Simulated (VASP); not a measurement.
Runs of VASP 6.6.1 on Ge. The structure is that of space group P6/mmm (No. 191), or close to it. The cells are those of the table. This isn't the form of Ge at room conditions, which is diamond.

| cell | k mesh | gap on the mesh (eV) | pressure (GPa) |
| --- | --- | --- | --- |
| a = 5.066, b = 5.066, c = 2.842 Å, angles 90.0, 90.0, 120.0°, 3 atoms | 9 × 9 × 13 | none | -6.3 |
| a = 5.005, b = 5.005, c = 2.808 Å, angles 90.0, 90.0, 120.0°, 3 atoms | 9 × 9 × 13 | none | -4.6 |
| a = 4.942, b = 4.942, c = 2.772 Å, angles 90.0, 90.0, 120.0°, 3 atoms | 9 × 9 × 13 | none | (a) |
| a = 4.878, b = 4.878, c = 2.736 Å, angles 90.0, 90.0, 120.0°, 3 atoms | 10 × 10 × 15 | none | 0.1 |

Alike in all rows: task single point; level r2SCAN; potentials or basis VASP PAW PBE potentials, release 64 (Ge_d); no spin polarisation; cutoff (eV) 520; smearing fermi-dirac 0.1 eV.

**Question.** Fill in the values left out.

**Answer.** (a) -2.6.

Caveats: the PAW data sets were made with another functional, which shifts forces and pressure a little; the cell stands under tension (at least some runs).

A k mesh can miss the band edges, and the runs leave out spin-orbit coupling on Ge.

A gap of «none» marks levels without a gap at the run's occupations.
